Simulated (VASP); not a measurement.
# Ho2O (F-43m) in VASP: a series of runs, part 2 of 2

VASP 6.6.1.

## Step 3: Relaxation of cell and atoms, PBE

INCAR

```
SYSTEM = Ho2O
  PREC = Accurate
  ENCUT = 600
  EDIFF = 1E-7
  ISMEAR = 0
  SIGMA = 0.2
  LREAL = .FALSE.
  LASPH = .TRUE.
  NELM = 200
  ALGO = Normal
  ISIF = 3
  LWAVE = .FALSE.
  LCHARG = .FALSE.
  GGA = PE
  IBRION = 2
  NSW = 36
  EDIFFG = -0.08
  GGA_COMPAT = .FALSE.
  NELMIN = 4
  LMAXMIX = 6
```

KPOINTS

```
Automatic mesh
0
G
  5 5 5
  0 0 0
```

POSCAR

```
Ho2O
1.0
    0.0000000000      3.1991150500      3.1991150500
    3.1991150500      0.0000000000      3.1991150500
    3.1991150500      3.1991150500      0.0000000000
Ho O
2 1
Direct
    0.2500000000      0.2500000000      0.2500000000
    0.5000000000      0.5000000000      0.5000000000
    0.7500000000      0.7500000000      0.7500000000
```

Potentials or basis: VASP PAW PBE potentials, release 64 (Ho_3, O), 4f in core.

Run with:

```console
$ cat potpaw_PBE.64/Ho_3/POTCAR potpaw_PBE.64/O/POTCAR > POTCAR
$ mpirun -np 1 vasp_std > vasp.out
```

OUTCAR:

```text
SYSTEM = Ho2O
   PREC = Accurate
   ENCUT = 600
   EDIFF = 1E-7
   ISMEAR = 0
   LREAL = .FALSE.
   LASPH = .TRUE.
   NELM = 200
   ISIF = 3
   GGA = PE
   IBRION = 2
   NSW = 36
   EDIFFG = -0.08
   NELMIN = 4

 ion  position               nearest neighbor table
   1  0.250  0.250  0.250-   2 2.77   2 2.77   2 2.77   2 2.77
   2  0.500  0.500  0.500-   1 2.77   1 2.77   1 2.77   3 2.77   3 2.77   3 2.77   1 2.77   3 2.77

   3  0.750  0.750  0.750-   2 2.77   2 2.77   2 2.77   2 2.77

  LATTYP: Found a face centered cubic cell.
 ALAT       =     6.3982301000

  Lattice vectors:

 A1 = (   0.0000000000,   3.1991150500,   3.1991150500)
 A2 = (   3.1991150500,   0.0000000000,   3.1991150500)
 A3 = (   3.1991150500,   3.1991150500,   0.0000000000)

Analysis of symmetry for initial positions (statically):
=====================================================================
 Subroutine PRICEL returns:
 Original cell was already a primitive cell.

 Routine SETGRP: Setting up the symmetry group for a
 face centered cubic supercell.

 Subroutine GETGRP returns: Found 24 space group operations
 (whereof 24 operations were pure point group operations)
 out of a pool of 48 trial point group operations.

The static configuration has the point symmetry T_d .

Analysis of symmetry for dynamics (positions and initial velocities):
=====================================================================
 Subroutine PRICEL returns:
 Original cell was already a primitive cell.

 Routine SETGRP: Setting up the symmetry group for a
 face centered cubic supercell.

 Subroutine GETGRP returns: Found 24 space group operations
 (whereof 24 operations were pure point group operations)
 out of a pool of 48 trial point group operations.

[... 104 lines left out ...]
   IALGO  =     38    algorithm
   IMIX   =      4    mixing-type and parameters
     AMIX     =   0.40;   BMIX     =  1.00
     AMIX_MAG =   1.60;   BMIX_MAG =  1.00
  volume/ion in A,a.u.               =      21.83       147.30
  Fermi-wavevector in a.u.,A,eV,Ry     =   1.171580  2.213966 18.675362  1.372600
  Thomas-Fermi vector in A             =   2.308022
   LORBIT       =      0    0 simple, 1 ext, 2 COOP (PROOUT), +10 PAW based schemes
   GGA     = PE    functional components
   LHFCALC =     F    Hartree Fock is set to
   AEXX    =    0.0000 exact exchange contribution
   IVDW    =     0    specifies the selected vdW correction
   LEPSILON=     F    determine dielectric tensor
   LRPA    =     F    only Hartree local field effects (RPA)
 conjugate gradient relaxation of ions
 non-spin polarized calculation
 Gauss-broadening in eV      SIGMA  =   0.20
  energy-cutoff  :      600.00
  volume of cell :       65.48
 maximum number of plane-waves:      2199
   NGX = 19   NGY = 19   NGZ = 19

 number of electron      24.0000002 magnetization

 Free energy of the ion-electron system (eV)
  ---------------------------------------------------
  ext. energy  EPLUGINS =         0.00000000
  ---------------------------------------------------
  free energy    TOTEN  =       -11.84254289 eV

  energy without entropy =      -11.76873221  energy(sigma->0) =      -11.80563755

 E-fermi :   3.4518     XC(G=0): -10.1662

 val. band max:        3.2203202248   @ k =   0.2000   0.2000   0.0000
 cond. band min:       3.4608110921   @ k =   0.4000   0.4000   0.0000
 fundamental gap:      0.2404908673
 Fermi energy:         3.4517808759

 k-point     1 :       0.0000    0.0000    0.0000
  band No.  band energies     occupation
      1     -21.8594      2.00000
      2     -21.8594      2.00000
      3     -21.8594      2.00000
      4     -20.6307      2.00000
      5     -20.6307      2.00000
      6     -20.6307      2.00000
[... 167 lines left out ...]
      3     -21.4871      2.00000
      4     -21.0402      2.00000
      5     -20.3531      2.00000
      6     -20.3044      2.00000
[... 8 lines left out ...]
     15       4.7983      0.00000
     16       5.3827      0.00000

------------------------ aborting loop because EDIFF is reached ----------------------------------------

  FORCE on cell =-STRESS in cart. coord.  units (eV):
  Direction    XX          YY          ZZ          XY          YZ          ZX
  --------------------------------------------------------------------------------------
  -------------------------------------------------------------------------------------
  Total       -0.0573222     -0.0573222     -0.0573222      0.0000000     -0.0000000      0.0000000
  in kB       -1.4025356     -1.4025356     -1.4025356      0.0000000     -0.0000000      0.0000000
  external PRESSURE =      -1.4025356 kB  Pullay stress =       0.0000000 kB

 VOLUME and BASIS-vectors are now :
 -----------------------------------------------------------------------------
  energy-cutoff  :      600.00
  volume of cell :       65.48
      direct lattice vectors                 reciprocal lattice vectors
     0.000000000  3.199115050  3.199115050    -0.156293222  0.156293222  0.156293222
     3.199115050  0.000000000  3.199115050     0.156293222 -0.156293222  0.156293222
     3.199115050  3.199115050  0.000000000     0.156293222  0.156293222 -0.156293222

 POSITION                                       TOTAL-FORCE (eV/Angst)
 -----------------------------------------------------------------------------------
      1.59956      1.59956      1.59956         0.000000      0.000000      0.000000
      3.19912      3.19912      3.19912        -0.000000     -0.000000     -0.000000
      4.79867      4.79867      4.79867         0.000000     -0.000000     -0.000000
 -----------------------------------------------------------------------------------
    total drift:                                0.000000      0.000000      0.000000

  FREE ENERGIE OF THE ION-ELECTRON SYSTEM (eV)
  ---------------------------------------------------
  free  energy   TOTEN  =       -11.8425428892 eV

  energy  without entropy=      -11.7687322111  energy(sigma->0) =      -11.80563755

 reached required accuracy - stopping structural energy minimisation
```

Run time: 39 s. Hardware: 1 thread of Intel Xeon 8259CL, shared host; peak memory 0.21 GiB.

Results:

```
Free energy             : -11.8425 eV
Pressure after relaxing : -0.1 GPa
Band gap on the k mesh  : zero (bands 12 and 13 overlap by 0.88 eV)
```

Final structure:
```cif
data_structure
_symmetry_space_group_name_H-M 'P 1'
_symmetry_Int_Tables_number 1
_cell_length_a 4.5242
_cell_length_b 4.5242
_cell_length_c 4.5242
_cell_angle_alpha 60.000
_cell_angle_beta 60.000
_cell_angle_gamma 60.000
_cell_volume 65.48
loop_
_atom_site_label
_atom_site_type_symbol
_atom_site_fract_x
_atom_site_fract_y
_atom_site_fract_z
_atom_site_occupancy
Ho1 Ho 0.25000 0.25000 0.25000 1
Ho2 Ho 0.50000 0.50000 0.50000 1
O1 O 0.75000 0.75000 0.75000 1
```

Levels at points of the mesh, in eV from the Fermi level:
| k point | band 8 | band 9 | band 10 | band 11 | band 12 | band 13 | band 14 | band 15 | band 16 |
| --- | --- | --- | --- | --- | --- | --- | --- | --- | --- |
| (0.00, 0.00, 0.00) | -3.68 | -3.68 | -3.68 | -3.10 | -0.72 | -0.72 | 1.07 | 1.07 | 1.07 |

Caveat: the relaxation stopped at its first step, so nothing moved; spin-orbit coupling is left out, which moves the levels of the heavy elements; the 4f electrons are frozen in the core, so they carry no moment and show no levels; the run has no spin polarisation, though such a crystal can be magnetic.

The gap in the log of VASP goes by the Fermi energy; the results here count the filled bands.